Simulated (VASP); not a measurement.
**Al: single point with PBE**

The system is Al.

```xyz
1
Lattice="0.0000 2.0250 2.0250 2.0250 0.0000 2.0250 2.0250 2.0250 0.0000" Properties=species:S:1:pos:R:3 pbc="T T T"
Al    0.0000    0.0000    0.0000
```

```yaml
Program: VASP 6.6.1
Task: single point
Functional: PBE
Potentials_or_basis: VASP PAW PBE potentials, release 64 (Al)
Cutoff: 500 eV
k_mesh: 18 × 18 × 18
Occupations: gaussian, width 0.05 eV
Spin: no spin polarisation
```

The pressure is -0.5 GPa. The band gap on the k mesh is zero (an odd number of electrons rules out a gap without spin polarisation).

Levels at points of the mesh, in eV from the Fermi level:
```
           k point  band 1  band 2  band 3  band 4
(0.00, 0.00, 0.00)  -11.08   12.59   12.59   12.59
(0.50, 0.00, 0.00)   -4.56   -4.36   11.35   11.35
(0.50, 0.50, 0.00)   -2.90   -1.59    5.27    5.58
```

Run time: 34 s on 1 thread of Intel Xeon 8259CL, on a shared host, peak memory 0.14 GiB.
